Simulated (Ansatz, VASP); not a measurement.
## Two plane-wave programs on SrO

POSCAR

```
SrO
1.0
    0.0000000000      2.7734330290      2.7734330290
    2.7734330290      0.0000000000      2.7734330290
    2.7734330290      2.7734330290      0.0000000000
Sr O
1 1
Direct
    0.0000000000      0.0000000000      0.0000000000
    0.2500000000      0.2500000000      0.2500000000
```

Contents of INCAR.step1:

```
SYSTEM = SrO
PREC = Accurate
ENCUT = 520
ISMEAR = 0
SIGMA = 0.05
LREAL = .False.
LASPH = .True.
NELM = 100
NBANDS = 15
GGA = PE
ALGO = Normal
EDIFF = 1E-4
LWAVE = .True.
LCHARG = .False.
```

Contents of INCAR.step2:

```
SYSTEM = SrO
PREC = Accurate
ENCUT = 520
EDIFF = 1E-7
ISMEAR = 0
SIGMA = 0.05
LREAL = .False.
LASPH = .True.
NELM = 100
ALGO = Normal
ISIF = 2
LWAVE = .False.
LCHARG = .False.
METAGGA = R2SCAN
LMIXTAU = .True.
NBANDS = 15
ISTART = 1
```

KPOINTS

```
regular mesh
0
Gamma
  8 8 8
  0 0 0
```

Input for Ansatz:

```yaml
crystal:
  lattice:
    - [0.0, 2.773433029, 2.773433029]
    - [2.773433029, 0.0, 2.773433029]
    - [2.773433029, 2.773433029, 0.0]
  atoms:
    - { symbol: Sr, position: [0.0, 0.0, 0.0] }
    - { symbol: O, position: [0.25, 0.25, 0.25] }
basis:
  ecutwfc: 500
  ecutrho_ratio: 4
kpoints:
  mp_grid: { grid: [8, 8, 8] }
hamiltonian:
  xc: r2scan
scf:
  occupations: { method: gaussian, width: 0.05 }
output:
  forces: true
  stress: true
  eigenvalues: true
```

Alike in both runs: task single point; functional r2SCAN; k mesh 8 × 8 × 8; occupations gaussian, width 0.05 eV; no spin polarisation.

|  | VASP | Ansatz |
| --- | --- | --- |
| version | VASP 6.6.1 | Ansatz 0.2.0 |
| potentials or method | VASP PAW PBE potentials, release 64 (Sr_sv, O), cutoff 520 eV | scalar-relativistic, plane waves, PAW |
| valence electrons in the cell | 16 | 16 |

|  | VASP | Ansatz | Ansatz less VASP |
| --- | --- | --- | --- |
| gap on the k mesh at the Fermi level (eV) | 2.96 | 2.94 | -0.015 |
| least direct gap on the mesh (eV) | 3.85 | 3.83 | -0.018 |
| pressure (GPa) | 1.9 | 1.4 | -0.52 |

VASP's potentials were made for PBE, not for r2SCAN.
